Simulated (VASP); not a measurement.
Set up this calculation in VASP 6.6.1, as the native input.

```
Task                   : single point
Functional             : PBE
Potentials or basis    : VASP PAW PBE potentials, release 64 (Ta_pv, N)
Cutoff                 : 520 eV
k mesh                 : 6 × 6 × 4
Occupations            : gaussian, width 0.1 eV
Spin                   : collinear spin, ferromagnetic start
Starting moments       : [1.0, 1.0, 0.0, 0.0] μB
Dipole correction      : no
Further INCAR settings : ALGO = Normal; EDIFF = 1e-06; NBANDS = 28
```

The structure of TaN lies in POSCAR:

```
TaN
1.0
    3.0500011100      0.0000000000      0.0000000000
   -1.5250005600      2.6413784500      0.0000000000
    0.0000000000      0.0000000000      4.9400000600
Ta N
2 2
Direct
    0.3333333300      0.6666666700      0.0000000000
    0.6666666700      0.3333333300      0.5000000000
    0.3333333300      0.6666666700      0.3849999900
    0.6666666700      0.3333333300      0.8849999900
```

One way to write it, as run:

INCAR

```
SYSTEM = TaN
PREC = Accurate
ENCUT = 520
EDIFF = 1E-6
ISMEAR = 0
SIGMA = 0.1
LREAL = .FALSE.
LASPH = .TRUE.
NELM = 150
ALGO = Normal
ISIF = 2
LWAVE = .FALSE.
LCHARG = .FALSE.
ISPIN = 2
MAGMOM = 1 1 0 0
LORBIT = 11
LMAXMIX = 4
GGA = PE
NBANDS = 28
```

KPOINTS

```
Automatic mesh
0
G
  6 6 4
  0 0 0
```

Potentials or basis: VASP PAW PBE potentials, release 64 (Ta_pv, N).

Launch:

```console
$ cat potpaw_PBE.64/Ta_pv/POTCAR potpaw_PBE.64/N/POTCAR > POTCAR
$ mpirun -np 1 vasp_std > vasp.out
```

It gave:

| Quantity | Value |
| --- | --- |
| Pressure | 140.9 GPa |
| Largest force | 2.278 eV/Å |
| Band gap on the k mesh | zero (filled and empty bands overlap) |
| Net moment | 0.00 μB per cell |
| Valence electrons inside the program's atomic spheres | Ta 9.81; N 4.06 |

Caveat: the k points lie up to 0.40 Å⁻¹ apart; spin-orbit coupling is left out, which moves the levels of the heavy elements; forces of over 1 eV/Å act on the atoms, so gaps and moduli don't describe the material at rest.

It took 84 s on 1 thread of AMD EPYC 7R13, with other jobs on the host, peak memory 0.16 GiB.
